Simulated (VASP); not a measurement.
# Al in VASP: density of states with PBE

Aim: the density of states of Al with PBE.

Program: VASP 6.6.1. These are calculated values, not measurements. Logs are shortened: lines on timing, memory, paths and dates and some standing lists are left out, and cuts for length are marked.

**1. The cell of the first run**

The cell holds a slab with vacuum, 6 atoms: a = 2.857 Å, b = 2.857 Å, c = 26.103 Å, α = 90.00°, β = 90.00°, γ = 90.00°.

**2. Density of states, PBE**

The input, POSCAR:

```
Al
1.0
    2.8574853682      0.0000000000      0.0000000000
    0.0000000000      2.8574853682      0.0000000000
    0.0000000000      0.0000000000     26.1027000000
Al
6
Direct
    0.2500000000      0.2500000000      0.3064810076
    0.7500000000      0.7500000000      0.3838886046
    0.2500000000      0.2500000000      0.4612962015
    0.7500000000      0.7500000000      0.5387037985
    0.2500000000      0.2500000000      0.6161113954
    0.7500000000      0.7500000000      0.6935189924
```

The input, INCAR.step1:

```
SYSTEM = Al
PREC     = Accurate       ! precision mode
ENCUT    = 520            ! plane-wave cutoff, eV
EDIFF    = 1E-6           ! SCF threshold, eV
ISMEAR   = -1             ! smearing method
SIGMA    = 0.08           ! smearing width, eV
LREAL    = .False.        ! projectors in reciprocal space
LASPH    = .True.         ! aspherical terms in the spheres
NELM     = 80             ! most SCF steps
ALGO     = Normal         ! electronic algorithm
ISIF     = 2              ! what is computed and relaxed
LWAVE    = .False.        ! write WAVECAR
LCHARG   = .True.         ! write CHGCAR
LDIPOL   = .True.       
IDIPOL   = 3            
DIPOL    = 0.5 0.5 0.500
GGA      = PE             ! functional
NBANDS   = 18             ! bands
```

The input, KPOINTS.step1:

```
regular mesh
0
Gamma
  14 14 1
  0 0 0
```

The input, INCAR.step2:

```
SYSTEM = Al
PREC     = Accurate       ! precision mode
ENCUT    = 520            ! plane-wave cutoff, eV
EDIFF    = 1E-6           ! SCF threshold, eV
ISMEAR   = -5             ! smearing method
SIGMA    = 0.08           ! smearing width, eV
LREAL    = .False.        ! projectors in reciprocal space
LASPH    = .True.         ! aspherical terms in the spheres
NELM     = 80             ! most SCF steps
ALGO     = Normal         ! electronic algorithm
ISIF     = 2              ! what is computed and relaxed
LWAVE    = .False.        ! write WAVECAR
LCHARG   = .False.        ! write CHGCAR
LDIPOL   = .True.       
IDIPOL   = 3            
DIPOL    = 0.5 0.5 0.500
GGA      = PE             ! functional
LORBIT   = 11             ! projections on sites
NBANDS   = 18             ! bands
NEDOS    = 1001           ! points of the DOS
ICHARG   = 11             ! starting density
```

The input, KPOINTS.step2:

```
regular mesh
0
Gamma
  21 21 1
  0 0 0
```

Potentials or basis: VASP PAW PBE potentials, release 64 (Al).

Command:

```sh
$ cat potpaw_PBE.64/Al/POTCAR > POTCAR
$ cp INCAR.step1 INCAR
$ cp KPOINTS.step1 KPOINTS
$ mpirun -np 1 vasp_std > vasp.out
$ cp INCAR.step2 INCAR
$ cp KPOINTS.step2 KPOINTS
$ mpirun -np 1 vasp_std > vasp.out
```

OUTCAR:

```text
SYSTEM = Al
   PREC = Accurate
   ENCUT = 520
   EDIFF = 1E-6
   ISMEAR = -5
   LREAL = .False.
   LASPH = .True.
   NELM = 80
   ISIF = 2
   GGA = PE
   LORBIT = 11
   ICHARG = 11

 ion  position               nearest neighbor table
   1  0.250  0.250  0.306-   2 2.86   2 2.86   2 2.86   2 2.86
   2  0.750  0.750  0.384-   3 2.86   3 2.86   3 2.86   3 2.86   1 2.86   1 2.86   1 2.86   1 2.86

   3  0.250  0.250  0.461-   2 2.86   2 2.86   2 2.86   2 2.86   4 2.86   4 2.86   4 2.86   4 2.86

   4  0.750  0.750  0.539-   5 2.86   5 2.86   5 2.86   5 2.86   3 2.86   3 2.86   3 2.86   3 2.86

   5  0.250  0.250  0.616-   4 2.86   4 2.86   4 2.86   4 2.86   6 2.86   6 2.86   6 2.86   6 2.86

   6  0.750  0.750  0.694-   5 2.86   5 2.86   5 2.86   5 2.86

  LATTYP: Found a simple tetragonal cell.
 ALAT       =     2.8574853682
 C/A-ratio  =     9.1348499245

  Lattice vectors:

 A1 = (   2.8574853682,   0.0000000000,   0.0000000000)
 A2 = (   0.0000000000,   2.8574853682,   0.0000000000)
 A3 = (   0.0000000000,   0.0000000000,  26.1027000000)

Analysis of symmetry for initial positions (statically):
=====================================================================
 Subroutine PRICEL returns:
 Original cell was already a primitive cell.

 Routine SETGRP: Setting up the symmetry group for a
 simple tetragonal supercell.

 Subroutine GETGRP returns: Found 16 space group operations
 (whereof  4 operations were pure point group operations)
 out of a pool of 16 trial point group operations.

The static configuration has the point symmetry C_2h.
 The point group associated with its full space group is D_4h.

Analysis of symmetry for dynamics (positions and initial velocities):
=====================================================================
 Subroutine PRICEL returns:
 Original cell was already a primitive cell.

 Routine SETGRP: Setting up the symmetry group for a
 simple tetragonal supercell.

 Subroutine GETGRP returns: Found 16 space group operations
 (whereof  4 operations were pure point group operations)
 out of a pool of 16 trial point group operations.

The dynamic configuration has the point symmetry C_2h.
 The point group associated with its full space group is D_4h.

 Subroutine INISYM returns: Found 16 space group operations
 (whereof  4 operations are pure point group operations),
 and found     1 'primitive' translations

----------------------------------------------------------------------------------------

                                     Primitive cell

  volume of cell :     213.1344

  direct lattice vectors                    reciprocal lattice vectors
     2.857485368  0.000000000  0.000000000     0.349958047  0.000000000  0.000000000
     0.000000000  2.857485368  0.000000000     0.000000000  0.349958047  0.000000000
     0.000000000  0.000000000 26.102700000     0.000000000  0.000000000  0.038310213

  length of vectors
     2.857485368  2.857485368 26.102700000     0.349958047  0.349958047  0.038310213

  position of ions in fractional coordinates (direct lattice)
     0.250000000  0.250000000  0.306481008
     0.750000000  0.750000000  0.383888605
     0.250000000  0.250000000  0.461296201
     0.750000000  0.750000000  0.538703799
     0.250000000  0.250000000  0.616111395
     0.750000000  0.750000000  0.693518992

  ion indices of the primitive-cell ions
   primitive index   ion index
                 1           1
                 2           2
                 3           3
                 4           4
                 5           5
                 6           6

----------------------------------------------------------------------------------------

 KPOINTS: regular mesh

Automatic generation of k-mesh.
 Grid dimensions read from file:
 generate k-points for:   21   21    1

 Generating k-lattice:

  Cartesian coordinates                     Fractional coordinates (reciprocal lattice)
     0.016664669  0.000000000  0.000000000     0.047619048  0.000000000  0.000000000
     0.000000000  0.016664669  0.000000000     0.000000000  0.047619048  0.000000000
     0.000000000  0.000000000  0.038310213     0.000000000  0.000000000  1.000000000

  Length of vectors
     0.016664669  0.016664669  0.038310213

  Shift w.r.t. Gamma in fractional coordinates (k-lattice)
     0.000000000  0.000000000  0.000000000

 TETIRR: Found    639 inequivalent tetrahedra from     2646

 Subroutine IBZKPT returns following result:
 ===========================================

 Found     66 irreducible k-points:

 Following reciprocal coordinates:
            Coordinates               Weight
  0.000000  0.000000  0.000000      1.000000
  0.047619  0.000000  0.000000      4.000000
  0.095238  0.000000  0.000000      4.000000
  0.142857  0.000000  0.000000      4.000000
  0.190476  0.000000  0.000000      4.000000
  0.238095  0.000000  0.000000      4.000000
[... 16 lines left out ...]
  0.142857  0.095238  0.000000      8.000000
  0.190476  0.095238  0.000000      8.000000
 [... further k-points ...]
   k-points           NKPTS =     66   k-points in BZ     NKDIM =     66   number of bands    NBANDS=     18
   number of dos      NEDOS =   1001   number of ions     NIONS =      6
   total plane-waves  NPLWV = 112896
   dimension x,y,z NGX =    24 NGY =   24 NGZ =  196
   dimension x,y,z NGXF=    48 NGYF=   48 NGZF=  392
   ions per type =               6
   NGX,Y,Z   is equivalent  to a cutoff of  13.96, 13.96, 12.48 a.u.
   NGXF,Y,Z  is equivalent  to a cutoff of  27.93, 27.93, 24.97 a.u.
 SYSTEM =  Al
   PREC   = accura    normal or accurate (medium, high low for compatibility)
   ISTART =      0    job   : 0-new  1-cont  2-samecut
   ICHARG =     11    charge: 1-file 2-atom 10-const
   ISPIN  =      1    spin polarized calculation?
   LNONCOLLINEAR =      F non collinear calculations
   LSORBIT =      F    spin-orbit coupling
   LASPH  =      T    aspherical Exc in radial PAW
   ENCUT  =  520.0 eV  38.22 Ry    6.18 a.u.   5.31  5.31 48.53*2*pi/ulx,y,z
   NELM   =     80;   NELMIN=  2; NELMDL=  0     # of ELM steps
   EDIFF  = 0.1E-05   stopping-criterion for ELM
   LREAL  =      F    real-space projection
[... 7 lines left out ...]
   TEBEG  =    0.0;   TEEND  =   0.0 temperature during run
   PSTRESS=    0.0 pullay stress
   NELECT =      18.0000    total number of electrons
   NUPDOWN=      -1.0000    fix difference up-down
   EMIN   =  10.00;   EMAX   =-10.00  energy-range for DOS
   EFERMI =   0.00;   METHOD = LEGACY
   ISMEAR =    -5;   SIGMA  =   0.08  broadening in eV -4-tet -1-fermi 0-gaus
   EFERMI_NEDOS =   21; number of points for ismear=-14 and -15
   IALGO  =     38    algorithm
   IMIX   =      4    mixing-type and parameters
     AMIX     =   0.40;   BMIX     =  1.00
     AMIX_MAG =   1.60;   BMIX_MAG =  1.00
  volume/ion in A,a.u.               =      35.52       239.72
  Fermi-wavevector in a.u.,A,eV,Ry     =   0.718259  1.357313  7.019194  0.515896
  Thomas-Fermi vector in A             =   1.807151
   LORBIT       =     11    0 simple, 1 ext, 2 COOP (PROOUT), +10 PAW based schemes
   GGA     = PE    functional components
   LHFCALC =     F    Hartree Fock is set to
   AEXX    =    0.0000 exact exchange contribution
   IVDW    =     0    specifies the selected vdW correction
   LEPSILON=     F    determine dielectric tensor
   LRPA    =     F    only Hartree local field effects (RPA)
 non-spin polarized calculation
 Fermi weights with tetrahedron method with Bloechl corrections
  energy-cutoff  :      520.00
  volume of cell :      213.13
 maximum number of plane-waves:      5787
 NGX is ok and might be reduce to    24

 number of electron      18.0000000 magnetization

 dipolmoment           0.000000      0.000000     -0.000000 electrons x Angstroem

 Free energy of the ion-electron system (eV)
  ---------------------------------------------------
  ext. energy  EPLUGINS =         0.00000000
  ---------------------------------------------------
  free energy    TOTEN  =       -21.52871129 eV

  energy without entropy =      -21.52871129  energy(sigma->0) =      -21.52871129

 E-fermi :   1.5108     XC(G=0):  -5.4831

 val. band max:        1.6052163532   @ k =   0.3810   0.2857   0.0000
 cond. band min:       1.5006205368   @ k =   0.2857   0.1429   0.0000
 fundamental gap:     -0.1045958164
 Fermi energy:         1.5108174746

 k-point     1 :       0.0000    0.0000    0.0000
  band No.  band energies     occupation
      1      -9.4256      2.00000
      2      -8.7720      2.00000
      3      -7.6771      2.00000
      4      -6.2126      2.00000
      5      -4.4061      2.00000
      6      -2.2389      2.00000
[... 10 lines left out ...]
     17       7.5878      0.00000
     18       7.8402      0.00000

 k-point     2 :       0.0476    0.0000    0.0000
  band No.  band energies     occupation
      1      -9.3845      2.00000
      2      -8.7312      2.00000
      3      -7.6365      2.00000
      4      -6.1723      2.00000
      5      -4.3662      2.00000
      6      -2.1991      2.00000
[... 10 lines left out ...]
     17       7.5082      0.00000
     18       7.8771      0.00000
[... 442 lines left out ...]
 k-point    24 :       0.1905    0.0952    0.0000
  band No.  band energies     occupation
      1      -8.6068      2.00000
      2      -7.9567      2.00000
      3      -6.8670      2.00000
      4      -5.4093      2.00000
      5      -3.6104      2.00000
      6      -1.4487      2.00000
[... 10 lines left out ...]
     17       6.5986      0.00000
     18       6.7888      0.00000

 [... further k-points ...]

------------------------ aborting loop because EDIFF is reached ----------------------------------------

 vacuum level on the upper side and lower side of the slab       (xc-potential included)        -0.078        -0.078

  FORCE on cell =-STRESS in cart. coord.  units (eV):
  Direction    XX          YY          ZZ          XY          YZ          ZX
  --------------------------------------------------------------------------------------
  -------------------------------------------------------------------------------------
  Total       -1.5479102     -1.5479102      0.3395783     -0.0000000      0.0000000      0.0000000
  in kB      -11.6359776    -11.6359776      2.5526841     -0.0000000      0.0000000      0.0000000
  external PRESSURE =      -6.9064237 kB  Pullay stress =       0.0000000 kB

 VOLUME and BASIS-vectors are now :
 -----------------------------------------------------------------------------
  energy-cutoff  :      520.00
  volume of cell :      213.13
      direct lattice vectors                 reciprocal lattice vectors
     2.857485368  0.000000000  0.000000000     0.349958047  0.000000000  0.000000000
     0.000000000  2.857485368  0.000000000     0.000000000  0.349958047  0.000000000
     0.000000000  0.000000000 26.102700000     0.000000000  0.000000000  0.038310213

 POSITION                                       TOTAL-FORCE (eV/Angst)
 -----------------------------------------------------------------------------------
      0.71437      0.71437      7.99998         0.000000      0.000000     -0.080495
      2.14311      2.14311     10.02053        -0.000000      0.000000      0.070348
      0.71437      0.71437     12.04108         0.000000     -0.000000      0.013974
      2.14311      2.14311     14.06162         0.000000      0.000000     -0.013974
      0.71437      0.71437     16.08217         0.000000      0.000000     -0.070348
      2.14311      2.14311     18.10272         0.000000      0.000000      0.080495
 -----------------------------------------------------------------------------------
    total drift:                                0.000000     -0.000000     -0.000000

  FREE ENERGIE OF THE ION-ELECTRON SYSTEM (eV)
  ---------------------------------------------------
  free  energy   TOTEN  =       -21.5287112920 eV

  energy  without entropy=      -21.5287112920  energy(sigma->0) =      -21.52871129

 vacuum level on the upper side and lower side of the slab         5.666         5.666

 total charge

# of ion       s       p       d       tot
------------------------------------------
    1        0.469   0.292   0.000   0.762
    2        0.426   0.344   0.000   0.770
    3        0.431   0.337   0.000   0.767
    4        0.431   0.337   0.000   0.767
    5        0.426   0.344   0.000   0.770
    6        0.469   0.292   0.000   0.762
--------------------------------------------------
tot          2.652   1.946   0.000   4.598
```

Wall time 4.9 min (1 thread of Intel Xeon Platinum 8375C at 2.90GHz (Ice Lake), shared host); peak memory 0.39 GiB.

Results:

* Valence electrons inside the program's atomic spheres: Al 0.76, 0.77

Caveat: tetrahedron occupations give inexact forces and stress in metals.
